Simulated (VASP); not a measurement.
A run of VASP 6.6.1:

Contents of INCAR:

```
PREC     = Accurate       # precision mode
ENCUT    = 520            # plane-wave cutoff, eV
EDIFF    = 1E-6           # SCF threshold, eV
ISMEAR   = 0              # smearing method
SIGMA    = 0.15           # smearing width, eV
LREAL    = F              # projectors in reciprocal space
LASPH    = T              # aspherical terms in the spheres
NELM     = 100            # most SCF steps
ALGO     = Normal         # electronic algorithm
ISIF     = 2              # what is computed and relaxed
LWAVE    = F              # write WAVECAR
LCHARG   = F              # write CHGCAR
GGA      = PS             # functional
NBANDS   = 9              # bands
```

File KPOINTS:

```
Automatic mesh
0
Gamma
  18 18 10
```

File POSCAR:

```
Mg
1.0
    3.1089153849      0.0000000000      0.0000000000
   -1.5544576924      2.6923997016      0.0000000000
    0.0000000000      0.0000000000      5.5521393023
Mg
2
Direct
    0.3333333333      0.6666666667      0.2500000000
    0.6666666667      0.3333333333      0.7500000000
```

Potentials or basis: VASP PAW PBE potentials, release 64 (Mg).

The run is started by

```console
$ cat potpaw_PBE.64/Mg/POTCAR > POTCAR
$ mpirun -np 1 vasp_std > vasp.out
```

Hardware: 1 thread of Intel Xeon 6975P-C (shared host).

**Question.** Estimate the wall time of this run.

**Answer.** Run time: 36 s on 1 thread of Intel Xeon 6975P-C, on a shared host, peak memory 0.22 GiB. Counts: scf iterations 9, k points 222.
